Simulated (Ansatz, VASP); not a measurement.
## C in VASP and in Ansatz

File POSCAR:

```
C
1.0
    2.5098396852      0.0000000000      0.0000000000
   -1.2549198426      2.1735849268      0.0000000000
    0.0000000000      0.0000000000      8.6943408560
C
8
Direct
    0.0000000000      0.0000000000      0.0929334757
    0.0000000000      0.0000000000      0.5929334757
    0.0000000000      0.0000000000      0.4070665243
    0.0000000000      0.0000000000      0.9070665243
    0.3333333333      0.6666666667      0.1554962089
    0.6666666667      0.3333333333      0.6554962089
    0.3333333333      0.6666666667      0.3445037911
    0.6666666667      0.3333333333      0.8445037911
```

INCAR.step1

```
  ALGO = Normal
  EDIFF = 1E-4
  ENCUT = 520
  GGA = PE
  ISMEAR = 0
  LASPH = True
  LCHARG = False
  LREAL = False
  LWAVE = True
  NBANDS = 26
  NELM = 100
  PREC = Accurate
  SIGMA = 0.05
```

The input INCAR.step2:

```
  ALGO = Normal
  EDIFF = 1E-6
  ENCUT = 520
  ISIF = 2
  ISMEAR = 0
  ISTART = 1
  LASPH = True
  LCHARG = False
  LMIXTAU = True
  LREAL = False
  LWAVE = False
  METAGGA = R2SCAN
  NBANDS = 26
  NELM = 100
  PREC = Accurate
  SIGMA = 0.05
```

Contents of KPOINTS:

```
k-points
0
Gamma
  12 12 4
```

Input for Ansatz:

```yaml
crystal:
  lattice:
    - [2.5098396852, 0.0, 0.0]
    - [-1.2549198426, 2.1735849268, 0.0]
    - [0.0, 0.0, 8.694340856]
  atoms:
    - { symbol: C, position: [0.0, 0.0, 0.0929334757] }
    - { symbol: C, position: [0.0, 0.0, 0.5929334757] }
    - { symbol: C, position: [0.0, 0.0, 0.4070665243] }
    - { symbol: C, position: [0.0, 0.0, 0.9070665243] }
    - { symbol: C, position: [0.3333333333, 0.6666666667, 0.1554962089] }
    - { symbol: C, position: [0.6666666667, 0.3333333333, 0.6554962089] }
    - { symbol: C, position: [0.3333333333, 0.6666666667, 0.3445037911] }
    - { symbol: C, position: [0.6666666667, 0.3333333333, 0.8445037911] }
basis:
  ecutwfc: 500
kpoints:
  mp_grid: { grid: [12, 12, 4] }
hamiltonian:
  xc: r2scan
scf:
  occupations: { method: gaussian, width: 0.05 }
output:
  forces: true
  stress: true
  eigenvalues: true
```

Change from the starting cell: strain +0.000 along x and y, +0.050 along z, atoms carried along.

Alike in both runs: task single point; functional r2SCAN; k mesh 12 × 12 × 4; occupations gaussian, width 0.05 eV; no spin polarisation.

```csv
,VASP,Ansatz
version,VASP 6.6.1,Ansatz 0.2.0
potentials or method,"VASP PAW PBE potentials, release 64 (C), cutoff 520 eV","scalar-relativistic, plane waves, PAW"
valence electrons in the cell,32,32
```

|  | VASP | Ansatz | Ansatz less VASP |
| --- | --- | --- | --- |
| gap on the k mesh at the Fermi level (eV) | 4.33 | 4.37 | +0.036 |
| least direct gap on the mesh (eV) | 4.33 | 4.37 | +0.036 |
| pressure (GPa) | -18.0 | -18.9 | -0.94 |
| traceless stress, the component that is largest in VASP (GPa) | -35.42 | -35.22 | +0.207 |
| rms of the force components (eV/Å) | 0.121 | 0.133 | +0.0125 |

VASP's potentials were made for PBE, not for r2SCAN. Atom by atom the forces differ by 0.013 eV/Å (rms over components). With one functional, cell and mesh, what is left measures potentials, basis and numerics.
